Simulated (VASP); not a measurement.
Crystal: PtSe2.

```
CELL_PARAMETERS angstrom
3.72400 0.00000 0.00000
-1.86200 3.22508 0.00000
0.00000 0.00000 5.06200
ATOMIC_POSITIONS crystal
Pt 0.00000 0.00000 0.00000
Se 0.33333 0.66667 0.25000
Se 0.66667 0.33333 0.75000
```

```yaml
Program: VASP 6.6.1
Task: relaxation of cell and atoms
Functional: PBEsol
Potentials_or_basis: VASP PAW PBE potentials, release 64 (Pt, Se)
Cutoff: 600 eV
k_mesh: 15 × 15 × 8
Occupations: gaussian, width 0.1 eV
Spin: no spin polarisation
```

At the start: pressure 2.2 GPa; volume 20.27 Å³/atom.

Question: Where does the relaxation end?

Answer: Over 16 steps the energy falls by 6.8 meV/atom and the volume is 19.84 Å³/atom (-2.1 %); space group P-3m1 (No. 164, to 0.05 Å).

The path:
```tsv
step	energy change (eV)	largest force (eV/Å)	pressure (GPa)	volume (Å³)
1	0.0000	0.3214	2.24	60.80
2	0.0151	0.3004	-3.99	63.32
3	-0.0089	0.0738	-0.27	61.73
4	-0.0104	0.0744	-0.26	61.55
5	-0.0145	0.0751	-0.22	61.02
6	-0.0196	0.0644	-0.01	59.96
7	-0.0199	0.0522	0.11	59.46
8	-0.0200	0.0561	0.08	59.59
9	-0.0195	0.0929	-0.69	59.66
10	-0.0203	0.0011	-0.21	59.62
11	-0.0197	0.0038	0.52	59.17
12	-0.0204	0.0003	0.02	59.48
13	-0.0204	0.0003	0.02	59.48
14	-0.0204	0.0005	-0.10	59.55
15	-0.0204	0.0004	0.01	59.49
16	-0.0204	0.0035	-0.02	59.51
```

Final structure:
```
CELL_PARAMETERS angstrom
3.76146 0.00000 0.00000
-1.88073 3.25752 0.00000
0.00000 0.00000 4.85650
ATOMIC_POSITIONS crystal
Pt 0.00000 0.00000 0.00000
Se 0.33333 0.66667 0.26129
Se 0.66667 0.33333 0.73871
```

Caveat: the PAW data sets were made with another functional, which shifts forces and pressure a little.
